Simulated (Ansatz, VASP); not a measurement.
Two plane-wave programs on Pt

```
CELL_PARAMETERS angstrom
2.70819 0.00000 0.00000
-1.35410 2.34536 0.00000
0.00000 0.00000 4.67740
ATOMIC_POSITIONS crystal
Pt 0.64905 0.33333 0.75000
Pt 0.35095 0.66667 0.25000
```

Change from the starting cell: mode 1 frozen in at -0.048 Å, equal normal strain along x, y and z +0.0000.

Alike in both runs: task single point; functional LDA; k mesh 18 × 18 × 10; occupations gaussian, width 0.15 eV; no spin polarisation.

|  | VASP | Ansatz |
| --- | --- | --- |
| version | VASP 6.6.1 | Ansatz 0.2.0 |
| potentials or method | VASP PAW LDA potentials, release 64 (Pt), cutoff 520 eV | scalar-relativistic, plane waves, PAW |
| valence electrons in the cell | 20 | 36 |

|  | VASP | Ansatz | Ansatz less VASP |
| --- | --- | --- | --- |
| gap on the k mesh at the Fermi level (eV) | none | none | - |
| pressure (GPa) | 1.0 | 0.2 | -0.82 |
| traceless stress, the component that is largest in VASP (GPa) | 0.37 | 0.22 | -0.153 |
| rms of the force components (eV/Å) | 0.018 | 0.019 | +0.0006 |

LDA's correlation is that of Perdew and Zunger in VASP and of Perdew and Wang (1992) in Ansatz. Atom by atom the forces differ by 0.002 eV/Å (rms over components). A gap of «none» marks a metal or a gap that the smearing closes. VASP's potentials hold 20 valence electrons a cell and Ansatz's 36, so a difference there can come from the potentials and not from the codes.

Neither program's run includes spin-orbit coupling.
